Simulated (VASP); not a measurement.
# Mn (P6_3/mmc) in VASP: single point with PBE

Aim: the single point of Mn with PBE.

All numbers are computed with VASP 6.6.1; they aren't measurements. Logs are shortened: lines on timing, memory, paths and dates and some standing lists are left out, and cuts for length are marked.

### Step 1. The cell of the first run

It takes space group P6_3/mmc (No. 194, hexagonal). Conventional cell: a = 2.478 Å, b = 2.478 Å, c = 4.025 Å, α = 90.00°, β = 90.00°, γ = 120.00°. Mn (site symmetry -6m2) has 12 Mn at 2.47 to 2.48 Å within 3.3 Å.

### Step 2. Single point, PBE, collinear spin, ferromagnetic start

File INCAR:

```
PREC = Accurate ; ENCUT = 520
EDIFF = 1E-6 ; ISMEAR = 0
SIGMA = 0.05 ; LREAL = False
LASPH = True ; NELM = 150
ALGO = Normal ; ISIF = 2
LWAVE = False ; LCHARG = False
ISPIN = 2 ; MAGMOM = 3.5 3.5
LORBIT = 11 ; LMAXMIX = 4
GGA = PE ; NBANDS = 24
```

File KPOINTS:

```
regular mesh
0
Gamma
  8 8 6
```

File POSCAR:

```
Mn
1.0
    2.4779540638      0.0000000000      0.0000000000
   -1.2389770319      2.1459711687      0.0000000000
    0.0000000000      0.0000000000      4.0253652286
Mn
2
Direct
    0.3333333333      0.6666666667      0.7500000000
    0.6666666667      0.3333333333      0.2500000000
```

Potentials or basis: VASP PAW PBE potentials, release 64 (Mn_pv).

Launch:

```console
$ cat potpaw_PBE.64/Mn_pv/POTCAR > POTCAR
$ mpirun -np 1 vasp_std > vasp.out
```

OUTCAR:

```text
PREC = Accurate
   ENCUT = 520
   EDIFF = 1E-6
   ISMEAR = 0
   LREAL = False
   LASPH = True
   NELM = 150
   ISIF = 2
   ISPIN = 2
   LORBIT = 11
   GGA = PE

 ion  position               nearest neighbor table
   1  0.333  0.667  0.750-   2 2.47   2 2.47   2 2.47   2 2.47   2 2.47   2 2.47
   2  0.667  0.333  0.250-   1 2.47   1 2.47   1 2.47   1 2.47   1 2.47   1 2.47

  LATTYP: Found a hexagonal cell.
 ALAT       =     2.4779540638
 C/A-ratio  =     1.6244712876

  Lattice vectors:

 A1 = (   2.4779540638,   0.0000000000,   0.0000000000)
 A2 = (  -1.2389770319,   2.1459711687,   0.0000000000)
 A3 = (   0.0000000000,   0.0000000000,   4.0253652286)

Analysis of symmetry for initial positions (statically):
=====================================================================
 Subroutine PRICEL returns:
 Original cell was already a primitive cell.

 Routine SETGRP: Setting up the symmetry group for a
 hexagonal supercell.

 Subroutine GETGRP returns: Found 24 space group operations
 (whereof 12 operations were pure point group operations)
 out of a pool of 24 trial point group operations.

The static configuration has the point symmetry D_3d.
 The point group associated with its full space group is D_6h.

Analysis of symmetry for dynamics (positions and initial velocities):
=====================================================================
 Subroutine PRICEL returns:
 Original cell was already a primitive cell.

 Routine SETGRP: Setting up the symmetry group for a
 hexagonal supercell.

 Subroutine GETGRP returns: Found 24 space group operations
 (whereof 12 operations were pure point group operations)
 out of a pool of 24 trial point group operations.

The dynamic configuration has the point symmetry D_3d.
 The point group associated with its full space group is D_6h.

Analysis of structural, dynamic, and magnetic symmetry:
=====================================================================
 Subroutine PRICEL returns:
 Original cell was already a primitive cell.

 Routine SETGRP: Setting up the symmetry group for a
 hexagonal supercell.

 Subroutine GETGRP returns: Found 24 space group operations
 (whereof 12 operations were pure point group operations)
 out of a pool of 24 trial point group operations.

The overall configuration has the point symmetry D_3d.
 The point group associated with its full space group is D_6h.

 Subroutine INISYM returns: Found 24 space group operations
 (whereof 12 operations are pure point group operations),
 and found     1 'primitive' translations

----------------------------------------------------------------------------------------

                                     Primitive cell

  volume of cell :      21.4054

  direct lattice vectors                    reciprocal lattice vectors
     2.477954064  0.000000000  0.000000000     0.403558732  0.232994743  0.000000000
    -1.238977032  2.145971169  0.000000000     0.000000000  0.465989485  0.000000000
     0.000000000  0.000000000  4.025365229     0.000000000  0.000000000  0.248424663

  length of vectors
     2.477954064  2.477954064  4.025365229     0.465989485  0.465989485  0.248424663

  position of ions in fractional coordinates (direct lattice)
     0.333333333  0.666666667  0.750000000
     0.666666667  0.333333333  0.250000000

  ion indices of the primitive-cell ions
   primitive index   ion index
                 1           1
                 2           2

----------------------------------------------------------------------------------------

 KPOINTS: regular mesh

Automatic generation of k-mesh.
 Grid dimensions read from file:
 generate k-points for:    8    8    6

 Generating k-lattice:

  Cartesian coordinates                     Fractional coordinates (reciprocal lattice)
     0.050444842  0.029124343  0.000000000     0.125000000  0.000000000  0.000000000
     0.000000000  0.058248686  0.000000000     0.000000000  0.125000000  0.000000000
     0.000000000  0.000000000  0.041404110     0.000000000  0.000000000  0.166666667

  Length of vectors
     0.058248686  0.058248686  0.041404110

  Shift w.r.t. Gamma in fractional coordinates (k-lattice)
     0.000000000  0.000000000  0.000000000

 Subroutine IBZKPT returns following result:
 ===========================================

 Found     40 irreducible k-points:

 Following reciprocal coordinates:
            Coordinates               Weight
  0.000000  0.000000  0.000000      1.000000
  0.125000  0.000000  0.000000      6.000000
  0.250000  0.000000  0.000000      6.000000
  0.375000  0.000000  0.000000      6.000000
  0.500000  0.000000  0.000000      3.000000
  0.125000  0.125000  0.000000      6.000000
[... 16 lines left out ...]
  0.250000  0.000000  0.333333     12.000000
  0.375000  0.000000  0.333333     12.000000
 [... further k-points ...]
   k-points           NKPTS =     40   k-points in BZ     NKDIM =     40   number of bands    NBANDS=     24
   number of dos      NEDOS =    301   number of ions     NIONS =      2
   total plane-waves  NPLWV =   9720
   dimension x,y,z NGX =    18 NGY =   18 NGZ =   30
   dimension x,y,z NGXF=    36 NGYF=   36 NGZF=   60
   ions per type =               2
   NGX,Y,Z   is equivalent  to a cutoff of  12.08, 12.08, 12.39 a.u.
   NGXF,Y,Z  is equivalent  to a cutoff of  24.15, 24.15, 24.78 a.u.
 SYSTEM =  unknown system
   PREC   = accura    normal or accurate (medium, high low for compatibility)
   ISTART =      0    job   : 0-new  1-cont  2-samecut
   ICHARG =      2    charge: 1-file 2-atom 10-const
   ISPIN  =      2    spin polarized calculation?
   LNONCOLLINEAR =      F non collinear calculations
   LSORBIT =      F    spin-orbit coupling
   LASPH  =      T    aspherical Exc in radial PAW
   ENCUT  =  520.0 eV  38.22 Ry    6.18 a.u.   4.61  4.61  7.48*2*pi/ulx,y,z
   NELM   =    150;   NELMIN=  2; NELMDL= -5     # of ELM steps
   EDIFF  = 0.1E-05   stopping-criterion for ELM
   LREAL  =      F    real-space projection
   EDIFFG = 0.1E-04   stopping-criterion for IOM
   NSW    =      0    number of steps for IOM
   IBRION =     -1    ionic relax: 0-MD 1-quasi-New 2-CG
   NFREE  =      0    steps in history (QN), initial steepest desc. (CG)
   ISIF   =      2    stress and relaxation
   ISYM   =      2    0-nonsym 1-usesym 2-fastsym
   POTIM  = 0.5000    time-step for ionic-motion
   TEBEG  =    0.0;   TEEND  =   0.0 temperature during run
   PSTRESS=    0.0 pullay stress
   NELECT =      26.0000    total number of electrons
   NUPDOWN=      -1.0000    fix difference up-down
   EMIN   =  10.00;   EMAX   =-10.00  energy-range for DOS
   EFERMI =   0.00;   METHOD = LEGACY
   ISMEAR =     0;   SIGMA  =   0.05  broadening in eV -4-tet -1-fermi 0-gaus
   EFERMI_NEDOS =   21; number of points for ismear=-14 and -15
   IALGO  =     38    algorithm
   IMIX   =      4    mixing-type and parameters
     AMIX     =   0.40;   BMIX     =  1.00
     AMIX_MAG =   1.60;   BMIX_MAG =  1.00
  volume/ion in A,a.u.               =      10.70        72.23
  Fermi-wavevector in a.u.,A,eV,Ry     =   1.746727  3.300836 41.512146  3.051057
  Thomas-Fermi vector in A             =   2.818165
   LORBIT       =     11    0 simple, 1 ext, 2 COOP (PROOUT), +10 PAW based schemes
   GGA     = PE    functional components
   LHFCALC =     F    Hartree Fock is set to
   AEXX    =    0.0000 exact exchange contribution
   IVDW    =     0    specifies the selected vdW correction
   LEPSILON=     F    determine dielectric tensor
   LRPA    =     F    only Hartree local field effects (RPA)
 spin polarized calculation
 Gauss-broadening in eV      SIGMA  =   0.05
  energy-cutoff  :      520.00
  volume of cell :       21.41
 maximum number of plane-waves:       588
   NGX =  9   NGY =  9   NGZ = 15

 number of electron      26.0000034 magnetization       0.0434206

 number of electron      26.0000034 magnetization      -0.0021309

 Free energy of the ion-electron system (eV)
  ---------------------------------------------------
  ext. energy  EPLUGINS =         0.00000000
  ---------------------------------------------------
  free energy    TOTEN  =       -17.88395044 eV

  energy without entropy =      -17.87967665  energy(sigma->0) =      -17.88181354

 E-fermi :  10.4305     XC(G=0): -14.0433

 val. band max:       10.4186637472   @ k =   0.1250   0.1250   0.1667
 cond. band min:      10.4465237123   @ k =   0.2500   0.1250   0.5000
 fundamental gap:      0.0278599652
 Fermi energy:        10.4305360689

 spin component 1

 k-point     1 :       0.0000    0.0000    0.0000
  band No.  band energies     occupation
      1     -37.8455      1.00000
      2     -37.1748      1.00000
      3     -37.1748      1.00000
      4     -37.0712      1.00000
      5     -37.0712      1.00000
      6     -37.0672      1.00000
[... 16 lines left out ...]
     23      36.9711      0.00000
     24      36.9711      0.00000
[... 598 lines left out ...]
      2     -37.6684      1.00000
      3     -37.3695      1.00000
      4     -37.2802      1.00000
      5     -37.2122      1.00000
      6     -37.1961      1.00000
[... 16 lines left out ...]
     23      31.0348      0.00000
     24      33.1992      0.00000

 [... further k-points ...]

 spin component 2

 k-point     1 :       0.0000    0.0000    0.0000
  band No.  band energies     occupation
      1     -37.8467      1.00000
      2     -37.1758      1.00000
      3     -37.1758      1.00000
      4     -37.0721      1.00000
      5     -37.0721      1.00000
      6     -37.0684      1.00000
[... 16 lines left out ...]
     23      36.9704      0.00000
     24      36.9704      0.00000
[... 598 lines left out ...]
      2     -37.6694      1.00000
      3     -37.3706      1.00000
      4     -37.2812      1.00000
      5     -37.2133      1.00000
      6     -37.1970      1.00000
[... 16 lines left out ...]
     23      31.0348      0.00000
     24      33.1990      0.00000

 [... further k-points ...]
[... 5 lines left out ...]
  --------------------------------------------------------------------------------------
  -------------------------------------------------------------------------------------
  Total       -0.0222688     -0.0222688     -0.0321489      0.0000000      0.0000000      0.0000000
  in kB       -1.6668054     -1.6668054     -2.4063265      0.0000000      0.0000000      0.0000000
  external PRESSURE =      -1.9133125 kB  Pullay stress =       0.0000000 kB

 VOLUME and BASIS-vectors are now :
 -----------------------------------------------------------------------------
  energy-cutoff  :      520.00
  volume of cell :       21.41
      direct lattice vectors                 reciprocal lattice vectors
     2.477954064  0.000000000  0.000000000     0.403558732  0.232994743  0.000000000
    -1.238977032  2.145971169  0.000000000     0.000000000  0.465989485  0.000000000
     0.000000000  0.000000000  4.025365229     0.000000000  0.000000000  0.248424663

 POSITION                                       TOTAL-FORCE (eV/Angst)
 -----------------------------------------------------------------------------------
     -0.00000      1.43065      3.01902         0.000000      0.000000      0.000000
      1.23898      0.71532      1.00634         0.000000     -0.000000      0.000000
 -----------------------------------------------------------------------------------
    total drift:                               -0.000000      0.000000     -0.000000

  FREE ENERGIE OF THE ION-ELECTRON SYSTEM (eV)
  ---------------------------------------------------
  free  energy   TOTEN  =       -17.8839504363 eV

  energy  without entropy=      -17.8796766461  energy(sigma->0) =      -17.88181354

 total charge

# of ion       s       p       d       tot
------------------------------------------
    1        0.428   6.402   5.164  11.994
    2        0.428   6.402   5.164  11.994
--------------------------------------------------
tot          0.855  12.804  10.328  23.987

 magnetization (x)

# of ion       s       p       d       tot
------------------------------------------
    1        0.000  -0.000  -0.001  -0.001
    2        0.000  -0.000  -0.001  -0.001
--------------------------------------------------
tot          0.000  -0.000  -0.002  -0.002
```

Run time: 51 s. Hardware: 1 thread of AMD EPYC 7R43 (Zen 3), shared host; peak memory 0.11 GiB.

What came out:

```
Free energy                                           : -17.8840 eV
Pressure                                              : -0.2 GPa
Band gap on the k mesh                                : zero (filled and empty bands overlap)
Net moment                                            : 0.00 μB per cell
Valence electrons inside the program's atomic spheres : Mn 11.99
```

Caveat: the k points lie up to 0.37 Å⁻¹ apart; the starting moments collapsed, and a magnetic state may lie lower.
